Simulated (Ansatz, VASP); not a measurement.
# One calculation of Zn, two programs

File INCAR:

```
SYSTEM = Zn
PREC = Accurate
ENCUT = 520
EDIFF = 1E-7
ISMEAR = 0
SIGMA = 0.15
LREAL = .FALSE.
LASPH = .TRUE.
NELM = 80
ALGO = Fast
ISIF = 2
LWAVE = .FALSE.
LCHARG = .FALSE.
GGA = CA
NBANDS = 12
```

KPOINTS

```
regular mesh
0
G
  20 20 20
  0 0 0
```

Contents of POSCAR:

```
Zn
1.0
   -1.4856136926      1.5056386871      1.5658642346
    1.4856136926     -1.5056386871      1.5658642346
    1.4856136926      1.5056386871     -1.5658642346
Zn
1
Direct
    0.0000000000      0.0000000000      0.0000000000
```

Input for Ansatz:

```yaml
crystal:
  lattice:
    - [-1.4856136926, 1.5056386871, 1.5658642346]
    - [1.4856136926, -1.5056386871, 1.5658642346]
    - [1.4856136926, 1.5056386871, -1.5658642346]
  atoms:
    - { symbol: Zn, position: [0.0, 0.0, 0.0] }
basis:
  ecutwfc: 520.0
kpoints:
  mp_grid: { grid: [20, 20, 20] }
hamiltonian:
  xc: lda
  pseudopotentials: { kind: paw }
scf:
  occupations: { method: gaussian, width: 0.15 }
output:
  forces: true
  stress: true
  eigenvalues: true
  write_density: true
  write_potential: true
  elf: true
  volumetric_format: npy
```

Change from the starting cell: normal strain along x -0.0133, normal strain along z +0.0400.

Alike in both runs: task single point; functional LDA; k mesh 20 × 20 × 20; occupations gaussian, width 0.15 eV; no spin polarisation.

|  | VASP | Ansatz |
| --- | --- | --- |
| version | VASP 6.6.1 | Ansatz 0.2.0 |
| potentials or method | VASP PAW LDA potentials, release 64 (Zn), cutoff 520 eV | scalar-relativistic, plane waves, PAW |
| valence electrons in the cell | 12 | 12 |

```tsv
	VASP	Ansatz	Ansatz less VASP
gap on the k mesh at the Fermi level (eV)	none	none	-
pressure (GPa)	-1.6	-2.3	-0.64
traceless stress, the component that is largest in VASP (GPa)	1.51	1.51	+0.003
```

LDA's correlation is that of Perdew and Zunger in VASP and of Perdew and Wang (1992) in Ansatz. A gap of «none» marks a metal or a gap that the smearing closes.
